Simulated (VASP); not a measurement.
Write the native input for VASP 6.6.1 that does the following.

- Task: single point
- Functional: LDA
- Potentials or basis: VASP PAW LDA potentials, release 64 (Ni)
- Cutoff: 520 eV
- k mesh: 12 × 12 × 12
- Occupations: gaussian, width 0.1 eV
- Spin: collinear spin, zero start
- Starting moments: [0.0] μB
- Fixed moment: 0 μB
- Dipole correction: no
- Further INCAR settings: ALGO = Normal; EDIFF = 1e-06; NBANDS = 15

The structure of Ni lies in POSCAR:

```
Ni
1.0
    0.0000000000      1.7584000000      1.7584000000
    1.7584000000      0.0000000000      1.7584000000
    1.7584000000      1.7584000000      0.0000000000
Ni
1
Direct
    0.0000000000      0.0000000000      0.0000000000
```

The input as run:

INCAR

```
  ALGO = Normal
  EDIFF = 1E-6
  ENCUT = 520
  ISIF = 2
  ISMEAR = 0
  ISPIN = 2
  LASPH = T
  LCHARG = T
  LELF = T
  LMAXMIX = 4
  LORBIT = 11
  LREAL = F
  LVHAR = T
  LWAVE = F
  MAGMOM = 0
  NBANDS = 15
  NELM = 150
  NUPDOWN = 0.0
  PREC = Accurate
  SIGMA = 0.1
```

KPOINTS

```
k-points
0
Gamma
  12 12 12
```

Potentials or basis: VASP PAW LDA potentials, release 64 (Ni).

The run is started by

```console
$ cat potpaw_LDA.64/Ni/POTCAR > POTCAR
$ mpirun -np 1 vasp_std > vasp.out
```

It gave:

| Quantity | Value |
| --- | --- |
| Pressure | -17.9 GPa |
| Net moment | 0.00 μB per cell |
| Valence electrons inside the program's atomic spheres | Ni 9.32 |

Caveat: the cell stands under tension; the total moment is fixed, so each spin has its own Fermi level.

Run time: 31 s on 1 thread of Intel Xeon 8259CL, on a shared host, peak memory 0.13 GiB.
